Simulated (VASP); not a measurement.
Here is a VASP 6.6.1 calculation.

File INCAR:

```
PREC = Accurate
ENCUT = 520
EDIFF = 1E-6
ISMEAR = 0
SIGMA = 0.1
LREAL = F
LASPH = T
NELM = 60
ALGO = Fast
ISIF = 2
LWAVE = F
LCHARG = F
GGA = PE
NBANDS = 16
```

Contents of KPOINTS:

```
Automatic mesh
0
Gamma
  10 10 6
```

Contents of POSCAR:

```
K
1.0
    4.7029613181      0.0000000000      0.0000000000
   -2.3514806590      3.8524783932      0.0000000000
    0.0000000000      0.0000000000      7.8349825016
K
2
Direct
    0.3454564350      0.6909128800      0.2500000000
    0.6545435650      0.3090871200      0.7500000000
```

Potentials or basis: VASP PAW PBE potentials, release 64 (K_sv).

Command:

```console
$ cat potpaw_PBE.64/K_sv/POTCAR > POTCAR
$ mpirun -np 1 vasp_std > vasp.out
```

Problem. Predict the largest force.

Solution. 0.024 eV/Å.

Problem. Predict the pressure.

Solution. 0.2 GPa.

Problem. Estimate the band gap on the k mesh.

Solution. Zero (band 9 reaches 0.97 eV, above the bottom of band 10 at -1.56 eV).

Forces in eV/Å, atoms in the order of the input:
```
K    0.000 -0.024  0.000
K    0.000  0.024  0.000
```

Caveat: the cell differs from its parent crystal (strained and its atoms moved).
